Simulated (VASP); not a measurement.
A run of VASP 6.6.1 is set up as follows.

INCAR

```
PREC     = Accurate       # precision mode
ENCUT    = 520            # plane-wave cutoff, eV
EDIFF    = 1E-7           # SCF threshold, eV
ISMEAR   = -1             # smearing method
SIGMA    = 0.05           # smearing width, eV
LREAL    = F              # projectors in reciprocal space
LASPH    = T              # aspherical terms in the spheres
NELM     = 100            # most SCF steps
ALGO     = Normal         # electronic algorithm
ISIF     = 2              # what is computed and relaxed
LWAVE    = F              # write WAVECAR
LCHARG   = T              # write CHGCAR
GGA      = PS             # functional
LELF     = T              # ELF
LVHAR    = T            
NBANDS   = 11             # bands
```

The input KPOINTS:

```
Automatic mesh
0
Gamma
  12 12 3
```

The input POSCAR:

```
C
1.0
    2.4229746043      0.0000000000      0.0000000000
   -1.2114873021      2.0983575600      0.0000000000
    0.0000000000      0.0000000000      8.4086027063
C
2
Direct
    0.6666666667      0.3333333333      0.0000000000
    0.3333333333      0.6666666667      0.0000000000
```

Potentials or basis: VASP PAW PBE potentials, release 64 (C).

Run with:

```console
$ cat potpaw_PBE.64/C/POTCAR > POTCAR
$ mpirun -np 1 vasp_std > vasp.out
```

**Question.** What does it give for the band gap on the k mesh?

**Answer.** Zero (filled and empty bands touch).
